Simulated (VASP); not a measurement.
# Cd (Pm-3m) in VASP: further runs, part 3 of 3

VASP 6.6.1.

## 6. Relaxation of cell and atoms, PBEsol

This run uses another cell than the first one, of 23.31 Å³/atom.

INCAR reads:

```
SYSTEM = Cd
  PREC = Accurate
  ENCUT = 600
  EDIFF = 1E-6
  ISMEAR = -1
  SIGMA = 0.1
  LREAL = .False.
  LASPH = .True.
  NELM = 100
  ALGO = Normal
  ISIF = 3
  LWAVE = .False.
  LCHARG = .False.
  GGA = PS
  IBRION = 2
  NSW = 80
  EDIFFG = -0.01
```

KPOINTS reads:

```
regular mesh
0
Gamma
  11 11 11
  0 0 0
```

POSCAR reads:

```
Cd
1.0
    2.8566758760      0.0000000000      0.0000000000
    0.0000000000      2.8566758760      0.0000000000
    0.0000000000      0.0000000000      2.8566758760
Cd
1
Direct
    0.0000000000      0.0000000000      0.0000000000
```

Potentials or basis: VASP PAW PBE potentials, release 64 (Cd).

Started as:

```
cat potpaw_PBE.64/Cd/POTCAR > POTCAR
mpirun -np 1 vasp_std > vasp.out
```

OUTCAR:

```text
SYSTEM = Cd
   PREC = Accurate
   ENCUT = 600
   EDIFF = 1E-6
   ISMEAR = -1
   LREAL = .False.
   LASPH = .True.
   NELM = 100
   ISIF = 3
   GGA = PS
   IBRION = 2
   NSW = 80
   EDIFFG = -0.01

 ion  position               nearest neighbor table
   1  0.000  0.000  0.000-

  LATTYP: Found a simple cubic cell.
 ALAT       =     2.8566758760

  Lattice vectors:

 A1 = (   2.8566758760,   0.0000000000,   0.0000000000)
 A2 = (   0.0000000000,   2.8566758760,   0.0000000000)
 A3 = (   0.0000000000,   0.0000000000,   2.8566758760)

Analysis of symmetry for initial positions (statically):
=====================================================================
 Subroutine PRICEL returns:
 Original cell was already a primitive cell.

 Routine SETGRP: Setting up the symmetry group for a
 simple cubic supercell.

 Subroutine GETGRP returns: Found 48 space group operations
 (whereof 48 operations were pure point group operations)
 out of a pool of 48 trial point group operations.

The static configuration has the point symmetry O_h .

Analysis of symmetry for dynamics (positions and initial velocities):
=====================================================================
 Subroutine PRICEL returns:
 Original cell was already a primitive cell.

 Routine SETGRP: Setting up the symmetry group for a
 simple cubic supercell.

 Subroutine GETGRP returns: Found 48 space group operations
 (whereof 48 operations were pure point group operations)
 out of a pool of 48 trial point group operations.

The dynamic configuration has the point symmetry O_h .

 Subroutine INISYM returns: Found 48 space group operations
 (whereof 48 operations are pure point group operations),
 and found     1 'primitive' translations

----------------------------------------------------------------------------------------

                                     Primitive cell

  volume of cell :      23.3122

  direct lattice vectors                    reciprocal lattice vectors
     2.856675876  0.000000000  0.000000000     0.350057215  0.000000000  0.000000000
     0.000000000  2.856675876  0.000000000     0.000000000  0.350057215  0.000000000
     0.000000000  0.000000000  2.856675876     0.000000000  0.000000000  0.350057215

  length of vectors
     2.856675876  2.856675876  2.856675876     0.350057215  0.350057215  0.350057215

  position of ions in fractional coordinates (direct lattice)
     0.000000000  0.000000000  0.000000000

  ion indices of the primitive-cell ions
   primitive index   ion index
                 1           1

----------------------------------------------------------------------------------------

 KPOINTS: regular mesh

Automatic generation of k-mesh.
 Grid dimensions read from file:
 generate k-points for:   11   11   11

 Generating k-lattice:

  Cartesian coordinates                     Fractional coordinates (reciprocal lattice)
[... 39 lines left out ...]
  0.181818  0.090909  0.090909     24.000000
  0.272727  0.090909  0.090909     24.000000
 [... further k-points ...]
   k-points           NKPTS =     56   k-points in BZ     NKDIM =     56   number of bands    NBANDS=     10
   number of dos      NEDOS =    301   number of ions     NIONS =      1
   total plane-waves  NPLWV =  13824
   dimension x,y,z NGX =    24 NGY =   24 NGZ =   24
   dimension x,y,z NGXF=    48 NGYF=   48 NGZF=   48
   ions per type =               1
   NGX,Y,Z   is equivalent  to a cutoff of  13.97, 13.97, 13.97 a.u.
   NGXF,Y,Z  is equivalent  to a cutoff of  27.93, 27.93, 27.93 a.u.
 SYSTEM =  Cd
   PREC   = accura    normal or accurate (medium, high low for compatibility)
   ISTART =      0    job   : 0-new  1-cont  2-samecut
   ICHARG =      2    charge: 1-file 2-atom 10-const
   ISPIN  =      1    spin polarized calculation?
   LNONCOLLINEAR =      F non collinear calculations
   LSORBIT =      F    spin-orbit coupling
   LASPH  =      T    aspherical Exc in radial PAW
   ENCUT  =  600.0 eV  44.10 Ry    6.64 a.u.   5.71  5.71  5.71*2*pi/ulx,y,z
   NELM   =    100;   NELMIN=  2; NELMDL= -5     # of ELM steps
   EDIFF  = 0.1E-05   stopping-criterion for ELM
   LREAL  =      F    real-space projection
   EDIFFG = -.1E-01   stopping-criterion for IOM
   NSW    =     80    number of steps for IOM
   IBRION =      2    ionic relax: 0-MD 1-quasi-New 2-CG
   NFREE  =      1    steps in history (QN), initial steepest desc. (CG)
   ISIF   =      3    stress and relaxation
   ISYM   =      2    0-nonsym 1-usesym 2-fastsym
   POTIM  = 0.5000    time-step for ionic-motion
   TEBEG  =    0.0;   TEEND  =   0.0 temperature during run
   PSTRESS=    0.0 pullay stress
   NELECT =      12.0000    total number of electrons
   NUPDOWN=      -1.0000    fix difference up-down
   EMIN   =  10.00;   EMAX   =-10.00  energy-range for DOS
   EFERMI =   0.00;   METHOD = LEGACY
   ISMEAR =    -1;   SIGMA  =   0.10  broadening in eV -4-tet -1-fermi 0-gaus
   EFERMI_NEDOS =   21; number of points for ismear=-14 and -15
   IALGO  =     38    algorithm
   IMIX   =      4    mixing-type and parameters
     AMIX     =   0.40;   BMIX     =  1.00
     AMIX_MAG =   1.60;   BMIX_MAG =  1.00
  volume/ion in A,a.u.               =      23.31       157.32
  Fermi-wavevector in a.u.,A,eV,Ry     =   1.312021  2.479361 23.421074  1.721400
  Thomas-Fermi vector in A             =   2.442443
   LORBIT       =      0    0 simple, 1 ext, 2 COOP (PROOUT), +10 PAW based schemes
   GGA     = PS    functional components
   LHFCALC =     F    Hartree Fock is set to
   AEXX    =    0.0000 exact exchange contribution
   IVDW    =     0    specifies the selected vdW correction
   LEPSILON=     F    determine dielectric tensor
   LRPA    =     F    only Hartree local field effects (RPA)
 conjugate gradient relaxation of ions
 non-spin polarized calculation
  energy-cutoff  :      600.00
  volume of cell :       23.31
 maximum number of plane-waves:       792
 NGX is ok and might be reduce to    24
   NGX = 11   NGY = 11   NGZ = 11

--------------------------------------- Ionic step        1  -------------------------------------------

 number of electron      12.0000001 magnetization

 Free energy of the ion-electron system (eV)
  ---------------------------------------------------
  ext. energy  EPLUGINS =         0.00000000
  ---------------------------------------------------
  free energy    TOTEN  =        -1.01482467 eV

  energy without entropy =       -1.00213848  energy(sigma->0) =       -1.00848157

------------------------ aborting loop because EDIFF is reached ----------------------------------------

  FORCE on cell =-STRESS in cart. coord.  units (eV):
  Direction    XX          YY          ZZ          XY          YZ          ZX
  --------------------------------------------------------------------------------------
  -------------------------------------------------------------------------------------
  Total        0.3973167      0.3973167      0.3973167      0.0000000      0.0000000     -0.0000000
  in kB       27.3064001     27.3064001     27.3064001      0.0000000      0.0000000     -0.0000000
  external PRESSURE =      27.3064001 kB  Pullay stress =       0.0000000 kB
[... 57 lines left out ...]
--------------------------------------- Ionic step        3  -------------------------------------------

 number of electron      11.9999993 magnetization

 Free energy of the ion-electron system (eV)
  ---------------------------------------------------
  ext. energy  EPLUGINS =         0.00000000
  ---------------------------------------------------
  free energy    TOTEN  =        -1.02519655 eV

  energy without entropy =       -1.01143006  energy(sigma->0) =       -1.01831330

 E-fermi :   1.7742     XC(G=0): -10.4637

 val. band max:        1.6723957120   @ k =   0.4545   0.2727   0.0000
 cond. band min:       1.8519748964   @ k =   0.4545   0.2727   0.0909
 fundamental gap:      0.1795791844
 Fermi energy:         1.7741616446

 k-point     1 :       0.0000    0.0000    0.0000
  band No.  band energies     occupation
      1      -7.9271      2.00000
      2      -7.9271      2.00000
      3      -6.3431      2.00000
      4      -6.3431      2.00000
      5      -6.3431      2.00000
      6      -6.2166      2.00000
      7      12.0230      0.00000
      8      12.0230      0.00000
      9      12.0230      0.00000
     10      15.7115      0.00000
[... 287 lines left out ...]
 k-point    24 :       0.2727    0.0909    0.0909
  band No.  band energies     occupation
      1      -7.7325      2.00000
      2      -7.3812      2.00000
      3      -6.7114      2.00000
      4      -6.6632      2.00000
      5      -6.3971      2.00000
      6      -4.3005      2.00000
      7       5.2479      0.00000
      8      11.8924      0.00000
      9      12.0712      0.00000
     10      17.9460      0.00000

 [... further k-points ...]
[... 5 lines left out ...]
  --------------------------------------------------------------------------------------
  -------------------------------------------------------------------------------------
  Total        0.0033424      0.0033424      0.0033424     -0.0000000     -0.0000000      0.0000000
  in kB        0.2177101      0.2177101      0.2177101     -0.0000000     -0.0000000      0.0000000
  external PRESSURE =       0.2177101 kB  Pullay stress =       0.0000000 kB
[... 16 lines left out ...]
  FREE ENERGIE OF THE ION-ELECTRON SYSTEM (eV)
  ---------------------------------------------------
  free  energy   TOTEN  =        -1.0251965484 eV

  energy  without entropy=       -1.0114300616  energy(sigma->0) =       -1.01831330

 reached required accuracy - stopping structural energy minimisation
```

CONTCAR:

```text
Cd
   1.00000000000000
     2.9082275506744972    0.0000000000000000   -0.0000000000000000
     0.0000000000000000    2.9082275506744972   -0.0000000000000000
    -0.0000000000000000    0.0000000000000000    2.9082275506744972
  Cd
     1
Direct
     0.0000000000000000    0.0000000000000000    0.0000000000000000

  0.00000000E+00  0.00000000E+00  0.00000000E+00
```

Run time: 10 s. Hardware: 1 thread of Intel Xeon Platinum 8488C (Sapphire Rapids), shared host; peak memory 0.15 GiB.

Results:

```
Free energy                           : -1.0252 eV
Relaxed volume                        : 24.60 Å³/atom
Relaxed cell                          : a = 2.908 Å, b = 2.908 Å, c = 2.908 Å, α = 90.00°, β = 90.00°, γ = 90.00°
Space group after relaxing (to 0.1 Å) : Pm-3m (No. 221)
Energy gained by relaxing             : 10.4 meV/atom
Ionic steps                           : 3
Pressure after relaxing               : 0.0 GPa
Band gap on the k mesh                : zero (bands 6 and 7 overlap by 5.17 eV)
```

The path:
```csv
step,energy change (eV),largest force (eV/Å),pressure (GPa),volume (Å³)
1,0.0000,0.0000,2.73,23.31
2,-0.0103,0.0000,-0.14,24.68
3,-0.0104,0.0000,0.02,24.60
```

Final structure:
```
Cd
1.0
     2.90823    0.00000    0.00000
     0.00000    2.90823    0.00000
     0.00000    0.00000    2.90823
Cd
1
Direct
  0.00000 0.00000 0.00000
```

Caveat: the PAW data sets were made with another functional, which shifts forces and pressure a little.

## 7. Single point, PBEsol

INCAR reads:

```
PREC     = Accurate       # precision mode
ENCUT    = 520            # plane-wave cutoff, eV
EDIFF    = 1E-6           # SCF threshold, eV
ISMEAR   = -1             # smearing method
SIGMA    = 0.1            # smearing width, eV
LREAL    = False          # projectors in reciprocal space
LASPH    = True           # aspherical terms in the spheres
NELM     = 80             # most SCF steps
ALGO     = Normal         # electronic algorithm
ISIF     = 2              # what is computed and relaxed
LWAVE    = False          # write WAVECAR
LCHARG   = False          # write CHGCAR
GGA      = PS             # functional
NBANDS   = 12             # bands
```

KPOINTS reads:

```
regular mesh
0
Gamma
  18 18 18
```

POSCAR reads:

```
Cd
1.0
    2.9039510487      0.0000000000      0.0000000000
    0.0000000000      2.9039510487      0.0000000000
    0.0000000000      0.0000000000      2.9039510487
Cd
1
Direct
    0.0000000000      0.0000000000      0.0000000000
```

Started as:

```
cat potpaw_PBE.64/Cd/POTCAR > POTCAR
mpirun -np 1 vasp_std > vasp.out
```

Wall time 17 s (1 thread of Intel Xeon Platinum 8488C (Sapphire Rapids), shared host); peak memory 0.18 GiB.

The run converged. Its results:

| Quantity | Value |
| --- | --- |
| Free energy | -1.0221 eV |
| Pressure | 0.4 GPa |
| Band gap on the k mesh | zero (bands 6 and 7 overlap by 7.12 eV) |

Levels at points of the mesh, in eV from the Fermi level:
```tsv
k point	band 2	band 3	band 4	band 5	band 6	band 7	band 8	band 9	band 10	band 11
(0.00, 0.00, 0.00)	-9.69	-8.09	-8.09	-8.09	-8.00	10.30	10.30	10.30	14.00	14.00
(0.50, 0.00, 0.00)	-8.98	-8.57	-8.57	-8.05	-2.64	-2.38	14.44	14.44	14.94	15.64
(0.50, 0.50, 0.00)	-9.19	-8.49	-8.49	-7.67	1.15	1.15	2.21	5.86	18.60	18.60
(0.50, 0.50, 0.50)	-9.26	-9.26	-7.64	-7.64	4.74	4.74	4.74	8.21	8.50	9.83
```

Caveat: the PAW data sets were made with another functional, which shifts forces and pressure a little.

## 8. The runs side by side

```csv
task,cell,k mesh,cutoff (eV),gap on the mesh (eV),pressure (GPa)
single point,"a = 2.904 Å, 1 atom",12 × 12 × 12,520,none,0.4
single point,"a = 2.942 Å, 1 atom",12 × 12 × 12,520,none,-1.2
single point,"a = 2.979 Å, 1 atom",12 × 12 × 12,520,none,-2.3
single point,"a = 3.016 Å, 1 atom",12 × 12 × 12,520,none,-3.2
relaxation of cell and atoms,"relaxed from a = 2.857 Å, 1 atom",11 × 11 × 11,600,none,0.0
single point,"a = 2.904 Å, 1 atom",18 × 18 × 18,520,none,0.4
```

Alike in all rows: level PBEsol; potentials or basis VASP PAW PBE potentials, release 64 (Cd); no spin polarisation; smearing fermi-dirac 0.1 eV.

Caveats: the PAW data sets were made with another functional, which shifts forces and pressure a little; the cell stands under tension (at least some runs).

Absolute energies hang on the potentials; compare differences alone.
